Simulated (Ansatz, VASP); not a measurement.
**One calculation of P, two programs**

Contents of INCAR:

```
SYSTEM = P
  PREC = Accurate
  ENCUT = 520
  EDIFF = 1E-6
  ISMEAR = -1
  SIGMA = 0.1
  LREAL = .False.
  LASPH = .True.
  NELM = 80
  ALGO = Normal
  ISIF = 2
  LWAVE = .False.
  LCHARG = .False.
  GGA = PS
  NBANDS = 8
```

The input KPOINTS:

```
regular mesh
0
Gamma
  17 17 17
  0 0 0
```

The input POSCAR:

```
P
1.0
    0.0000000000      1.6107002642      1.6107002642
    1.6107002642      0.0000000000      1.6107002642
    1.6107002642      1.6107002642      0.0000000000
P
1
Direct
    0.0000000000      0.0000000000      0.0000000000
```

Input for Ansatz:

```yaml
crystal:
  lattice:
    - [0.0, 1.6107002642, 1.6107002642]
    - [1.6107002642, 0.0, 1.6107002642]
    - [1.6107002642, 1.6107002642, 0.0]
  atoms:
    - { symbol: P, position: [0.0, 0.0, 0.0] }
kpoints:
  mp_grid: { grid: [17, 17, 17] }
scf:
  occupations: { method: fermi_dirac, width: 0.1 }
hamiltonian:
  xc: pbesol
  pseudopotentials: { kind: paw }
output:
  forces: true
  stress: true
  eigenvalues: true
  populations: true
```

Change from the starting cell: volume scaled by 0.6, PAW files.

Alike in both runs: task single point; functional PBEsol; k mesh 17 × 17 × 17; occupations fermi-dirac, width 0.1 eV; no spin polarisation.

```csv
,VASP,Ansatz
version,VASP 6.6.1,Ansatz 0.2.0
potentials or method,"VASP PAW PBE potentials, release 64 (P)","PAW with Ansatz's default frozen-core files, scalar-relativistic"
plane-wave cutoff (eV),520,420
valence electrons in the cell,5,5
```

|  | VASP | Ansatz | Ansatz less VASP |
| --- | --- | --- | --- |
| pressure (GPa) | 142.5 | 142.5 | -0.01 |

VASP's potentials were made for PBE, not for PBEsol. Both programs put the cell under a high pressure, so it lies far from rest at this level. The functional is the same, so the differences come from potentials, cutoffs and numerics.

Noted on VASP's run: the cell as given lies far from equilibrium.
